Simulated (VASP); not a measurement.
# Ga (C2/c) in VASP: single point with LDA

Aim: the single point of Ga with LDA.

Everything below comes from runs of VASP 6.6.1. Logs are shortened: lines on timing, memory, paths and dates and some standing lists are left out, and cuts for length are marked.

## (1) The cell of the first run

Symmetry: C2/c, No. 15, monoclinic system. The conventional cell has a = 2.706 Å, b = 7.811 Å, c = 3.281 Å, α = 90.00°, β = 94.09°, γ = 90.00°. Within 3.5 Å of Ga (site symmetry 2) lie 10 Ga at 2.66 to 3.28 Å.

## (2) Single point, LDA

INCAR reads:

```
ALGO = Normal
EDIFF = 1E-6
ENCUT = 520
ISIF = 2
ISMEAR = 0
LASPH = True
LCHARG = True
LELF = True
LREAL = False
LVHAR = True
LWAVE = False
NBANDS = 20
NELM = 100
PREC = Accurate
SIGMA = 0.1
```

KPOINTS reads:

```
k-points
0
Gamma
  16 16 12
```

POSCAR reads:

```
Ga
1.0
    1.3526359260     -3.9055911172     -0.0247303984
    1.3526359260      3.9055911172     -0.0247303984
   -0.1743669966      0.0000000000      3.2766038791
Ga
2
Direct
    0.8663676271      0.1336323729      0.2500000000
    0.1336323729      0.8663676271      0.7500000000
```

Potentials or basis: VASP PAW LDA potentials, release 64 (Ga_d).

Command:

```console
$ cat potpaw_LDA.64/Ga_d/POTCAR > POTCAR
$ mpirun -np 1 vasp_std > vasp.out
```

OUTCAR:

```text
EDIFF = 1E-6
   ENCUT = 520
   ISIF = 2
   ISMEAR = 0
   LASPH = True
   LREAL = False
   NELM = 100
   PREC = Accurate

 ion  position               nearest neighbor table
   1  0.866  0.134  0.250-   2 2.66   2 2.66   2 2.74   2 2.74   2 2.85   2 2.85
   2  0.134  0.866  0.750-   1 2.66   1 2.66   1 2.74   1 2.74   1 2.85   1 2.85

  LATTYP: Found a base centered monoclinic cell.
 ALAT       =     2.7057239629
 B/A-ratio  =     2.8869102471
 C/A-ratio  =     1.2127032103
 COS(beta)  =    -0.0713859295

  Lattice vectors:

 A1 = (   1.3526359260,  -3.9055911172,  -0.0247303984)
 A2 = (   1.3526359260,   3.9055911172,  -0.0247303984)
 A3 = (  -0.1743669966,   0.0000000000,   3.2766038791)

Analysis of symmetry for initial positions (statically):
=====================================================================
 Subroutine PRICEL returns:
 Original cell was already a primitive cell.

 Routine SETGRP: Setting up the symmetry group for a
 base centered monoclinic supercell.

 Subroutine GETGRP returns: Found  4 space group operations
 (whereof  2 operations were pure point group operations)
 out of a pool of  4 trial point group operations.

The static configuration has the point symmetry S_2 .
 The point group associated with its full space group is C_2h.

Analysis of symmetry for dynamics (positions and initial velocities):
=====================================================================
 Subroutine PRICEL returns:
 Original cell was already a primitive cell.

 Routine SETGRP: Setting up the symmetry group for a
 base centered monoclinic supercell.

 Subroutine GETGRP returns: Found  4 space group operations
 (whereof  2 operations were pure point group operations)
 out of a pool of  4 trial point group operations.

The dynamic configuration has the point symmetry S_2 .
 The point group associated with its full space group is C_2h.

 Subroutine INISYM returns: Found  4 space group operations
 (whereof  2 operations are pure point group operations),
 and found     1 'primitive' translations

----------------------------------------------------------------------------------------

                                     Primitive cell

  volume of cell :      34.5859

  direct lattice vectors                    reciprocal lattice vectors
     1.352635926 -3.905591117 -0.024730398     0.370008617 -0.128021594  0.019690293
     1.352635926  3.905591117 -0.024730398     0.370008617  0.128021594  0.019690293
    -0.174366997  0.000000000  3.276603879     0.005585332  0.000000000  0.305491275

  length of vectors
     4.133264753  4.133264753  3.281240136     0.392025016  0.392025016  0.305542330

  position of ions in fractional coordinates (direct lattice)
     0.866367627  0.133632373  0.250000000
     0.133632373  0.866367627  0.750000000

  ion indices of the primitive-cell ions
   primitive index   ion index
                 1           1
                 2           2

----------------------------------------------------------------------------------------

 KPOINTS: k-points

Automatic generation of k-mesh.
 Grid dimensions read from file:
 generate k-points for:   16   16   12

 Generating k-lattice:

  Cartesian coordinates                     Fractional coordinates (reciprocal lattice)
     0.023125539 -0.008001350  0.001230643     0.062500000 -0.000000000  0.000000000
     0.023125539  0.008001350  0.001230643    -0.000000000  0.062500000  0.000000000
     0.000465444  0.000000000  0.025457606     0.000000000  0.000000000  0.083333333

  Length of vectors
     0.024501563  0.024501563  0.025461861

  Shift w.r.t. Gamma in fractional coordinates (k-lattice)
     0.000000000  0.000000000  0.000000000

 Subroutine IBZKPT returns following result:
 ===========================================

 Found    826 irreducible k-points:

 Following reciprocal coordinates:
            Coordinates               Weight
  0.000000  0.000000  0.000000      1.000000
  0.062500  0.000000  0.000000      4.000000
  0.125000  0.000000  0.000000      4.000000
  0.187500  0.000000  0.000000      4.000000
  0.250000  0.000000  0.000000      4.000000
  0.312500 -0.000000  0.000000      4.000000
[... 16 lines left out ...]
 -0.125000  0.062500  0.000000      4.000000
 -0.062500  0.062500  0.000000      2.000000
 [... further k-points ...]
   k-points           NKPTS =    826   k-points in BZ     NKDIM =    826   number of bands    NBANDS=     20
   number of dos      NEDOS =    301   number of ions     NIONS =      2
   total plane-waves  NPLWV =  24576
   dimension x,y,z NGX =    32 NGY =   32 NGZ =   24
   dimension x,y,z NGXF=    64 NGYF=   64 NGZF=   48
   ions per type =               2
   NGX,Y,Z   is equivalent  to a cutoff of  12.87, 12.87, 12.16 a.u.
   NGXF,Y,Z  is equivalent  to a cutoff of  25.74, 25.74, 24.32 a.u.
 SYSTEM =  unknown system
   PREC   = accura    normal or accurate (medium, high low for compatibility)
   ISTART =      0    job   : 0-new  1-cont  2-samecut
   ICHARG =      2    charge: 1-file 2-atom 10-const
   ISPIN  =      1    spin polarized calculation?
   LNONCOLLINEAR =      F non collinear calculations
   LSORBIT =      F    spin-orbit coupling
   LASPH  =      T    aspherical Exc in radial PAW
   ENCUT  =  520.0 eV  38.22 Ry    6.18 a.u.   7.69  7.69  6.10*2*pi/ulx,y,z
   NELM   =    100;   NELMIN=  2; NELMDL= -5     # of ELM steps
   EDIFF  = 0.1E-05   stopping-criterion for ELM
   LREAL  =      F    real-space projection
   EDIFFG = 0.1E-04   stopping-criterion for IOM
   NSW    =      0    number of steps for IOM
   IBRION =     -1    ionic relax: 0-MD 1-quasi-New 2-CG
   NFREE  =      0    steps in history (QN), initial steepest desc. (CG)
   ISIF   =      2    stress and relaxation
   ISYM   =      2    0-nonsym 1-usesym 2-fastsym
   POTIM  = 0.5000    time-step for ionic-motion
   TEBEG  =    0.0;   TEEND  =   0.0 temperature during run
   PSTRESS=    0.0 pullay stress
   NELECT =      26.0000    total number of electrons
   NUPDOWN=      -1.0000    fix difference up-down
   EMIN   =  10.00;   EMAX   =-10.00  energy-range for DOS
   EFERMI =   0.00;   METHOD = LEGACY
   ISMEAR =     0;   SIGMA  =   0.10  broadening in eV -4-tet -1-fermi 0-gaus
   EFERMI_NEDOS =   21; number of points for ismear=-14 and -15
   IALGO  =     38    algorithm
   IMIX   =      4    mixing-type and parameters
     AMIX     =   0.40;   BMIX     =  1.00
     AMIX_MAG =   1.60;   BMIX_MAG =  1.00
  volume/ion in A,a.u.               =      17.29       116.70
  Fermi-wavevector in a.u.,A,eV,Ry     =   1.488560  2.812970 30.147934  2.215811
  Thomas-Fermi vector in A             =   2.601579
   LORBIT       =      0    0 simple, 1 ext, 2 COOP (PROOUT), +10 PAW based schemes
   GGA     = CA    functional components
   LHFCALC =     F    Hartree Fock is set to
   AEXX    =    0.0000 exact exchange contribution
   IVDW    =     0    specifies the selected vdW correction
   LEPSILON=     F    determine dielectric tensor
   LRPA    =     F    only Hartree local field effects (RPA)
 non-spin polarized calculation
 Gauss-broadening in eV      SIGMA  =   0.10
  energy-cutoff  :      520.00
  volume of cell :       34.59
 maximum number of plane-waves:       949
   NGX = 15   NGY = 15   NGZ = 13

 number of electron      26.0000007 magnetization

 Free energy of the ion-electron system (eV)
  ---------------------------------------------------
  ext. energy  EPLUGINS =         0.00000000
  ---------------------------------------------------
  free energy    TOTEN  =        -7.17176258 eV

  energy without entropy =       -7.16908074  energy(sigma->0) =       -7.17042166

 E-fermi :   6.1096     XC(G=0): -11.7317

 val. band max:        6.1090290707   @ k =  -0.0625  -0.3750   0.4167
 cond. band min:       6.1174500948   @ k =  -0.0625   0.3750   0.2500
 fundamental gap:      0.0084210241
 Fermi energy:         6.1095933646

 k-point     1 :       0.0000    0.0000    0.0000
  band No.  band energies     occupation
      1      -9.2781      2.00000
      2      -9.2752      2.00000
      3      -9.2146      2.00000
      4      -9.2133      2.00000
      5      -8.8889      2.00000
      6      -8.8866      2.00000
[... 12 lines left out ...]
     19      17.3108      0.00000
     20      19.8611      0.00000

 k-point     2 :       0.0625    0.0000    0.0000
  band No.  band energies     occupation
      1      -9.2746      2.00000
      2      -9.2665      2.00000
      3      -9.2110      2.00000
      4      -9.1896      2.00000
      5      -8.8975      2.00000
      6      -8.8933      2.00000
[... 12 lines left out ...]
     19      17.5586      0.00000
     20      20.3694      0.00000

 k-point     3 :       0.1250    0.0000    0.0000
  band No.  band energies     occupation
      1      -9.2642      2.00000
      2      -9.2453      2.00000
      3      -9.1847      2.00000
      4      -9.1374      2.00000
      5      -8.9223      2.00000
      6      -8.9133      2.00000
[... 12 lines left out ...]
     19      17.6973      0.00000
     20      20.8855      0.00000

 k-point     4 :       0.1875    0.0000    0.0000
  band No.  band energies     occupation
      1      -9.2492      2.00000
      2      -9.2190      2.00000
      3      -9.1424      2.00000
      4      -9.0690      2.00000
      5      -8.9594      2.00000
      6      -8.9406      2.00000
[... 12 lines left out ...]
     19      17.8483      0.00000
     20      21.5297      0.00000

 k-point     5 :       0.2500    0.0000    0.0000
  band No.  band energies     occupation
      1      -9.2328      2.00000
      2      -9.1923      2.00000
      3      -9.1010      2.00000
      4      -9.0388      2.00000
      5      -9.0026      2.00000
      6      -8.9247      2.00000
[... 12 lines left out ...]
     19      18.0210      0.00000
     20      20.7708      0.00000
[... 353 lines left out ...]
      6      -8.9561      2.00000
[... 12 lines left out ...]
     19      17.2647      0.00000
     20      21.8876      0.00000

 k-point    22 :      -0.1875    0.0625   -0.0000
  band No.  band energies     occupation
      1      -9.2506      2.00000
      2      -9.2410      2.00000
      3      -9.1998      2.00000
      4      -9.1131      2.00000
      5      -8.9347      2.00000
      6      -8.9293      2.00000
[... 12 lines left out ...]
     19      17.2178      0.00000
     20      21.8523      0.00000

 k-point    23 :      -0.1250    0.0625    0.0000
  band No.  band energies     occupation
      1      -9.2689      2.00000
      2      -9.2641      2.00000
      3      -9.2235      2.00000
      4      -9.1661      2.00000
      5      -8.9083      2.00000
      6      -8.9034      2.00000
[... 12 lines left out ...]
     19      17.2956      0.00000
     20      20.4052      0.00000

 k-point    24 :      -0.0625    0.0625    0.0000
  band No.  band energies     occupation
      1      -9.2768      2.00000
      2      -9.2731      2.00000
      3      -9.2295      2.00000
      4      -9.1921      2.00000
      5      -8.8948      2.00000
      6      -8.8921      2.00000
[... 12 lines left out ...]
     19      17.5019      0.00000
     20      19.3014      0.00000

 [... further k-points ...]
[... 5 lines left out ...]
  --------------------------------------------------------------------------------------
  -------------------------------------------------------------------------------------
  Total        0.0214934      0.0247092      0.0090711      0.0000000      0.0000000     -0.0021666
  in kB        0.9956711      1.1446459      0.4202152      0.0000000      0.0000000     -0.1003670
  external PRESSURE =       0.8535107 kB  Pullay stress =       0.0000000 kB

 VOLUME and BASIS-vectors are now :
 -----------------------------------------------------------------------------
  energy-cutoff  :      520.00
  volume of cell :       34.59
      direct lattice vectors                 reciprocal lattice vectors
     1.352635926 -3.905591117 -0.024730398     0.370008617 -0.128021594  0.019690293
     1.352635926  3.905591117 -0.024730398     0.370008617  0.128021594  0.019690293
    -0.174366997  0.000000000  3.276603879     0.005585332  0.000000000  0.305491275

 POSITION                                       TOTAL-FORCE (eV/Angst)
 -----------------------------------------------------------------------------------
      1.30904     -2.86176      0.79442         0.000000     -0.001607      0.000000
      1.22186      2.86176      2.43272        -0.000000      0.001607     -0.000000
 -----------------------------------------------------------------------------------
    total drift:                                0.000000      0.000000     -0.000000

  FREE ENERGIE OF THE ION-ELECTRON SYSTEM (eV)
  ---------------------------------------------------
  free  energy   TOTEN  =        -7.1717625837 eV

  energy  without entropy=       -7.1690807410  energy(sigma->0) =       -7.17042166
```

Wall time 19 min (1 thread of AMD EPYC, shared host); peak memory 0.48 GiB.

Results:

* Free energy: -7.1718 eV
* Pressure: 0.1 GPa
* Band gap on the k mesh: zero (band 13 reaches 10.17 eV, above the bottom of band 14 at 1.41 eV)

Levels at points of the mesh, in eV from the Fermi level:
```tsv
k point	band 9	band 10	band 11	band 12	band 13	band 14	band 15	band 16	band 17	band 18
(0.00, 0.00, 0.00)	-14.92	-14.77	-11.82	-2.18	-1.39	1.42	5.47	10.02	10.62	11.08
(0.50, 0.00, 0.00)	-14.85	-14.80	-6.23	-5.39	-1.47	0.23	5.55	7.31	8.18	9.87
(0.50, 0.50, 0.00)	-14.89	-14.84	-9.66	-8.87	3.82	4.76	6.04	6.30	7.85	11.54
(0.00, 0.00, 0.50)	-14.85	-14.85	-8.22	-8.22	1.73	1.73	2.76	2.76	11.95	11.95
(0.50, 0.00, 0.50)	-14.80	-14.80	-3.20	-3.06	-1.81	-1.36	1.55	2.67	4.27	5.23
(0.50, 0.50, 0.50)	-14.94	-14.94	-6.27	-6.27	-4.70	-4.70	11.02	11.02	12.64	12.64
```
